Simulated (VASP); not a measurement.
# GaSb3 in VASP: notebook

GaSb3 is run at these levels: PBE+D3(BJ); tasks: single point.

Program: VASP 6.6.1. These are calculated values, not measurements. Logs are shortened: lines on timing, memory, paths and dates and some standing lists are left out, and cuts for length are marked.

**1. The cell of the first run**

Symmetry: I4/mmm, No. 139, tetragonal system. Conventional cell: a = 5.297 Å, b = 5.297 Å, c = 7.296 Å, α = 90.00°, β = 90.00°, γ = 90.00°. Ga (site symmetry 4/mmm) has 14 Sb at 3.22 to 3.75 Å within 4.2 Å. Sb (site symmetry -4m2) has 4 Ga at 3.22 Å and 10 Sb at 3.22 to 3.75 Å within 4.2 Å. Sb (site symmetry 4/mmm) has 8 Sb at 3.22 Å and 6 Ga at 3.65 to 3.75 Å within 4.2 Å.

**2. Single point, PBE+D3(BJ)**

The input, INCAR:

```
SYSTEM = GaSb3
ALGO = Normal
EDIFF = 1E-6
ENCUT = 520
GGA = PE
ISIF = 2
ISMEAR = 0
IVDW = 12
LASPH = .TRUE.
LCHARG = .FALSE.
LREAL = .FALSE.
LWAVE = .FALSE.
NBANDS = 22
NELM = 80
PREC = Accurate
SIGMA = 0.15
```

The input, KPOINTS:

```
k-points
0
G
  10 10 10
  0 0 0
```

The input, POSCAR:

```
GaSb3
1.0
    0.0000000000      3.7455328410      3.6481278280
    3.7455328410      0.0000000000      3.6481278280
    3.7455328410      3.7455328410      0.0000000000
Ga Sb
1 3
Direct
    0.0000000000      0.0000000000      0.0000000000
    0.2500000000      0.2500000000      0.2500000000
    0.7500000000      0.7500000000      0.7500000000
    0.5000000000      0.5000000000      0.5000000000
```

Potentials or basis: VASP PAW PBE potentials, release 64 (Ga_d, Sb).

On the command line:

```bash
$ cat potpaw_PBE.64/Ga_d/POTCAR potpaw_PBE.64/Sb/POTCAR > POTCAR
$ mpirun -np 1 vasp_std > vasp.out
```

OUTCAR:

```text
SYSTEM = GaSb3
   EDIFF = 1E-6
   ENCUT = 520
   GGA = PE
   ISIF = 2
   ISMEAR = 0
   IVDW = 12
   LASPH = .TRUE.
   LREAL = .FALSE.
   NELM = 80
   PREC = Accurate
 IVDW          = 12

 ion  position               nearest neighbor table
   1  0.000  0.000  0.000-   3 3.22   3 3.22   3 3.22   2 3.22   3 3.22   2 3.22   2 3.22   2 3.22

   2  0.250  0.250  0.250-   1 3.22   1 3.22   1 3.22   1 3.22   4 3.22   4 3.22   4 3.22   4 3.22
                             3 3.65   3 3.65   3 3.75   3 3.75   3 3.75   3 3.75
   3  0.750  0.750  0.750-   4 3.22   4 3.22   4 3.22   1 3.22   4 3.22   1 3.22   1 3.22   1 3.22
                             2 3.65   2 3.65   2 3.75   2 3.75   2 3.75   2 3.75
   4  0.500  0.500  0.500-   2 3.22   2 3.22   2 3.22   2 3.22   3 3.22   3 3.22   3 3.22   3 3.22

  LATTYP: Found a body centered tetragonal cell.
 ALAT       =     5.2969833421
 C/A-ratio  =     1.3774360206

  Lattice vectors:

 A1 = (   0.0000000000,  -3.7455328410,  -3.6481278280)
 A2 = (   0.0000000000,   3.7455328410,  -3.6481278280)
 A3 = (   3.7455328410,   0.0000000000,   3.6481278280)

Analysis of symmetry for initial positions (statically):
=====================================================================
 Subroutine PRICEL returns:
 Original cell was already a primitive cell.

 Routine SETGRP: Setting up the symmetry group for a
 body centered tetragonal supercell.

 Subroutine GETGRP returns: Found 16 space group operations
 (whereof 16 operations were pure point group operations)
 out of a pool of 16 trial point group operations.

The static configuration has the point symmetry D_4h.

Analysis of symmetry for dynamics (positions and initial velocities):
=====================================================================
 Subroutine PRICEL returns:
 Original cell was already a primitive cell.

 Routine SETGRP: Setting up the symmetry group for a
 body centered tetragonal supercell.

 Subroutine GETGRP returns: Found 16 space group operations
 (whereof 16 operations were pure point group operations)
 out of a pool of 16 trial point group operations.

The dynamic configuration has the point symmetry D_4h.

 Subroutine INISYM returns: Found 16 space group operations
 (whereof 16 operations are pure point group operations),
 and found     1 'primitive' translations

----------------------------------------------------------------------------------------

                                     Primitive cell

  volume of cell :     102.3593

  direct lattice vectors                    reciprocal lattice vectors
     0.000000000  3.745532841  3.648127828    -0.133492355  0.133492355  0.137056601
     3.745532841  0.000000000  3.648127828     0.133492355 -0.133492355  0.137056601
     3.745532841  3.745532841  0.000000000     0.133492355  0.133492355 -0.137056601

  length of vectors
     5.228561266  5.228561266  5.296983342     0.233291512  0.233291512  0.233291512

  position of ions in fractional coordinates (direct lattice)
     0.000000000  0.000000000  0.000000000
     0.250000000  0.250000000  0.250000000
     0.750000000  0.750000000  0.750000000
     0.500000000  0.500000000  0.500000000

  ion indices of the primitive-cell ions
   primitive index   ion index
                 1           1
                 2           2
                 3           3
                 4           4

----------------------------------------------------------------------------------------

 KPOINTS: k-points

Automatic generation of k-mesh.
 Grid dimensions read from file:
 generate k-points for:   10   10   10

 Generating k-lattice:

  Cartesian coordinates                     Fractional coordinates (reciprocal lattice)
    -0.013349236  0.013349236  0.013705660     0.100000000  0.000000000  0.000000000
     0.013349236 -0.013349236  0.013705660     0.000000000  0.100000000  0.000000000
     0.013349236  0.013349236 -0.013705660    -0.000000000 -0.000000000  0.100000000

  Length of vectors
     0.023329151  0.023329151  0.023329151

  Shift w.r.t. Gamma in fractional coordinates (k-lattice)
     0.000000000  0.000000000  0.000000000

 Subroutine IBZKPT returns following result:
 ===========================================

 Found    102 irreducible k-points:

 Following reciprocal coordinates:
            Coordinates               Weight
  0.000000  0.000000  0.000000      1.000000
  0.100000 -0.000000  0.000000      8.000000
  0.200000 -0.000000  0.000000      8.000000
  0.300000  0.000000  0.000000      8.000000
  0.400000  0.000000  0.000000      8.000000
  0.500000  0.000000  0.000000      4.000000
[... 16 lines left out ...]
  0.300000  0.300000  0.000000      2.000000
  0.400000  0.300000  0.000000      8.000000
 [... further k-points ...]
   k-points           NKPTS =    102   k-points in BZ     NKDIM =    102   number of bands    NBANDS=     22
   number of dos      NEDOS =    301   number of ions     NIONS =      4
   total plane-waves  NPLWV =  64000
   dimension x,y,z NGX =    40 NGY =   40 NGZ =   40
   dimension x,y,z NGXF=    80 NGYF=   80 NGZF=   80
   ions per type =               1   3
   NGX,Y,Z   is equivalent  to a cutoff of  12.72, 12.72, 12.55 a.u.
   NGXF,Y,Z  is equivalent  to a cutoff of  25.44, 25.44, 25.11 a.u.
 SYSTEM =  GaSb3
   PREC   = accura    normal or accurate (medium, high low for compatibility)
   ISTART =      0    job   : 0-new  1-cont  2-samecut
   ICHARG =      2    charge: 1-file 2-atom 10-const
   ISPIN  =      1    spin polarized calculation?
   LNONCOLLINEAR =      F non collinear calculations
   LSORBIT =      F    spin-orbit coupling
   LASPH  =      T    aspherical Exc in radial PAW
   ENCUT  =  520.0 eV  38.22 Ry    6.18 a.u.   9.72  9.72  9.85*2*pi/ulx,y,z
   NELM   =     80;   NELMIN=  2; NELMDL= -5     # of ELM steps
   EDIFF  = 0.1E-05   stopping-criterion for ELM
   LREAL  =      F    real-space projection
   EDIFFG = 0.1E-04   stopping-criterion for IOM
   NSW    =      0    number of steps for IOM
   IBRION =     -1    ionic relax: 0-MD 1-quasi-New 2-CG
   NFREE  =      0    steps in history (QN), initial steepest desc. (CG)
   ISIF   =      2    stress and relaxation
   ISYM   =      2    0-nonsym 1-usesym 2-fastsym
   POTIM  = 0.5000    time-step for ionic-motion
   TEBEG  =    0.0;   TEEND  =   0.0 temperature during run
   PSTRESS=    0.0 pullay stress
   NELECT =      28.0000    total number of electrons
   NUPDOWN=      -1.0000    fix difference up-down
   EMIN   =  10.00;   EMAX   =-10.00  energy-range for DOS
   EFERMI =   0.00;   METHOD = LEGACY
   ISMEAR =     0;   SIGMA  =   0.15  broadening in eV -4-tet -1-fermi 0-gaus
   EFERMI_NEDOS =   21; number of points for ismear=-14 and -15
   IALGO  =     38    algorithm
   IMIX   =      4    mixing-type and parameters
     AMIX     =   0.40;   BMIX     =  1.00
     AMIX_MAG =   1.60;   BMIX_MAG =  1.00
  volume/ion in A,a.u.               =      25.59       172.69
  Fermi-wavevector in a.u.,A,eV,Ry     =   1.062719  2.008248 15.366033  1.129372
  Thomas-Fermi vector in A             =   2.198179
   LORBIT       =      0    0 simple, 1 ext, 2 COOP (PROOUT), +10 PAW based schemes
   GGA     = PE    functional components
   LHFCALC =     F    Hartree Fock is set to
   AEXX    =    0.0000 exact exchange contribution
   IVDW    =    12    specifies the selected vdW correction
   LEPSILON=     F    determine dielectric tensor
   LRPA    =     F    only Hartree local field effects (RPA)
 non-spin polarized calculation
 Gauss-broadening in eV      SIGMA  =   0.15
  energy-cutoff  :      520.00
  volume of cell :      102.36
 maximum number of plane-waves:      2772
   NGX = 19   NGY = 19   NGZ = 19

 number of electron      28.0000012 magnetization

 Free energy of the ion-electron system (eV)
  ---------------------------------------------------
  ext. energy  EPLUGINS =         0.00000000
  ---------------------------------------------------
  free energy    TOTEN  =       -14.55330548 eV

  energy without entropy =      -14.52705897  energy(sigma->0) =      -14.54018223

 E-fermi :   7.6188     XC(G=0): -10.2546

 val. band max:        7.6172949541   @ k =  -0.2000   0.1000   0.3000
 cond. band min:       7.6208665073   @ k =   0.3000   0.1000   0.2000
 fundamental gap:      0.0035715532
 Fermi energy:         7.6187877339

 k-point     1 :       0.0000    0.0000    0.0000
  band No.  band energies     occupation
      1      -7.1883      2.00000
      2      -7.1883      2.00000
      3      -7.1863      2.00000
      4      -7.1762      2.00000
      5      -7.1727      2.00000
      6      -4.9128      2.00000
[... 14 lines left out ...]
     21      14.4221      0.00000
     22      14.4267      0.00000

 k-point     2 :       0.1000   -0.0000    0.0000
  band No.  band energies     occupation
      1      -7.1885      2.00000
      2      -7.1880      2.00000
      3      -7.1863      2.00000
      4      -7.1763      2.00000
      5      -7.1727      2.00000
      6      -4.8348      2.00000
[... 14 lines left out ...]
     21      13.7474      0.00000
     22      14.2768      0.00000

 k-point     3 :       0.2000   -0.0000    0.0000
  band No.  band energies     occupation
      1      -7.1896      2.00000
      2      -7.1875      2.00000
      3      -7.1860      2.00000
      4      -7.1765      2.00000
      5      -7.1728      2.00000
      6      -4.6025      2.00000
[... 14 lines left out ...]
     21      12.4364      0.00000
     22      13.6652      0.00000
[... 476 lines left out ...]
 k-point    23 :       0.3000    0.3000    0.0000
  band No.  band energies     occupation
      1      -7.1925      2.00000
      2      -7.1853      2.00000
      3      -7.1853      2.00000
      4      -7.1793      2.00000
      5      -7.1719      2.00000
      6      -3.9548      2.00000
[... 14 lines left out ...]
     21      11.8671      0.00000
     22      11.8671      0.00000

 k-point    24 :       0.4000    0.3000    0.0000
  band No.  band energies     occupation
      1      -7.1935      2.00000
      2      -7.1850      2.00000
      3      -7.1847      2.00000
      4      -7.1800      2.00000
      5      -7.1719      2.00000
      6      -3.5717      2.00000
[... 14 lines left out ...]
     21      11.9602      0.00000
     22      12.4775      0.00000

 [... further k-points ...]

------------------------ aborting loop because EDIFF is reached ----------------------------------------

 Edisp (eV)   -1.81869

 E8    (eV) :    -0.8402

  FORCE on cell =-STRESS in cart. coord.  units (eV):
  Direction    XX          YY          ZZ          XY          YZ          ZX
  --------------------------------------------------------------------------------------
  -------------------------------------------------------------------------------------
  Total      -1.98924    -1.98924    -1.56521     0.00000    -0.00000     0.00000
  in kB     -31.13659   -31.13659   -24.49937     0.00000    -0.00000     0.00000
  external pressure =      -28.92 kB  Pullay stress =        0.00 kB

 VOLUME and BASIS-vectors are now :
 -----------------------------------------------------------------------------
  energy-cutoff  :      520.00
  volume of cell :      102.36
      direct lattice vectors                 reciprocal lattice vectors
     0.000000000  3.745532841  3.648127828    -0.133492355  0.133492355  0.137056601
     3.745532841  0.000000000  3.648127828     0.133492355 -0.133492355  0.137056601
     3.745532841  3.745532841  0.000000000     0.133492355  0.133492355 -0.137056601

 POSITION                                       TOTAL-FORCE (eV/Angst)
 -----------------------------------------------------------------------------------
      0.00000      0.00000      0.00000         0.000000     -0.000000      0.000000
      1.87277      1.87277      1.82406         0.000000      0.000000      0.000000
      5.61830      5.61830      5.47219        -0.000000     -0.000000     -0.000000
      3.74553      3.74553      3.64813         0.000000     -0.000000      0.000000
 -----------------------------------------------------------------------------------
    total drift:                               -0.000000      0.000000      0.000000

  FREE ENERGIE OF THE ION-ELECTRON SYSTEM (eV)
  ---------------------------------------------------
  free  energy   TOTEN  =       -16.3719999306 eV

  energy  without entropy=      -16.3457534232  energy(sigma->0) =      -16.35887668
```

Wall time 80 s (1 thread of Intel Xeon 6975P-C (Granite Rapids), shared host); peak memory 0.39 GiB.

What came out:

```
Free energy                : -16.3720 eV
Pressure                   : -2.9 GPa
Band gap on the k mesh     : zero (bands 14 and 15 overlap by 3.92 eV)
Dispersion energy per atom : -0.455 eV
```

Levels at points of the mesh, in eV from the Fermi level:
| k point | band 10 | band 11 | band 12 | band 13 | band 14 | band 15 | band 16 | band 17 | band 18 | band 19 |
| --- | --- | --- | --- | --- | --- | --- | --- | --- | --- | --- |
| (0.00, 0.00, 0.00) | -2.71 | -2.53 | -2.53 | -2.44 | -2.44 | -2.37 | -0.78 | -0.78 | -0.49 | 3.35 |
| (0.50, 0.00, 0.00) | -3.63 | -3.50 | -2.68 | -2.58 | -0.33 | 0.01 | 1.99 | 2.23 | 2.89 | 3.12 |
| (0.50, 0.50, 0.00) | -5.27 | -5.27 | 0.57 | 0.82 | 1.02 | 1.02 | 1.90 | 1.90 | 2.29 | 3.96 |
| (0.50, 0.00, 0.50) | -5.22 | -5.17 | 0.73 | 0.89 | 1.09 | 1.34 | 1.74 | 1.99 | 2.18 | 3.73 |

Caveat: spin-orbit coupling is left out, which moves the levels of the heavy elements.

**3. Single point, PBE+D3(BJ)**

This run uses another cell than the first one, of 26.26 Å³/atom.

The input, INCAR:

```
SYSTEM = GaSb3
ALGO = Normal
EDIFF = 1E-7
ENCUT = 520
GGA = PE
ISIF = 2
ISMEAR = 0
IVDW = 12
LASPH = .True.
LCHARG = .True.
LELF = .True.
LREAL = .False.
LVHAR = .True.
LWAVE = .False.
NBANDS = 22
NELM = 100
PREC = Accurate
SIGMA = 0.15
```

The input, KPOINTS:

```
k-points
0
Gamma
  10 10 10
  0 0 0
```

The input, POSCAR:

```
GaSb3
1.0
    0.0000000000      3.7940529411      3.6481278280
    3.7940529411      0.0000000000      3.6481278280
    3.7940529411      3.7940529411      0.0000000000
Ga Sb
1 3
Direct
    0.0000000000      0.0000000000      0.0000000000
    0.2500000000      0.2500000000      0.2500000000
    0.7500000000      0.7500000000      0.7500000000
    0.5000000000      0.5000000000      0.5000000000
```

Potentials or basis: VASP PAW PBE potentials, release 64 (Ga_d, Sb).

On the command line:

```bash
$ cat potpaw_PBE.64/Ga_d/POTCAR potpaw_PBE.64/Sb/POTCAR > POTCAR
$ mpirun -np 1 vasp_std > vasp.out
```

It took 1.8 min on 1 thread of Intel Xeon 6975P-C (Granite Rapids), shared host; peak memory 0.4 GiB.

Results (log left out):

```yaml
Free_energy: -16.3112 eV
Pressure: -4.0 GPa
Band_gap_on_the_k_mesh: zero (bands 14 and 15 overlap by 3.78 eV)
Dispersion_energy_per_atom: -0.443 eV
```

Stress tensor (GPa, compression positive):
```
-4.17  0.00  0.00
 0.00 -4.17  0.00
 0.00  0.00 -3.59
```

Levels at points of the mesh, in eV from the Fermi level:
```tsv
k point	band 11	band 12	band 13	band 14	band 15	band 16	band 17	band 18
(0.00, 0.00, 0.00)	-2.42	-2.42	-2.39	-2.39	-2.29	-0.77	-0.77	-0.34
(0.50, 0.00, 0.00)	-3.38	-2.62	-2.47	-0.39	-0.05	1.89	2.24	2.82
(0.50, 0.50, 0.00)	-5.15	0.41	0.62	0.96	0.96	1.83	1.83	2.30
(0.50, 0.00, 0.50)	-5.01	0.64	0.77	1.00	1.42	1.61	1.87	2.24
```

Caveat: the cell stands under tension; spin-orbit coupling is left out, which moves the levels of the heavy elements.

(Continued in part 2 of 2.)

The gap in the log of VASP goes by the Fermi energy; the results here count the filled bands.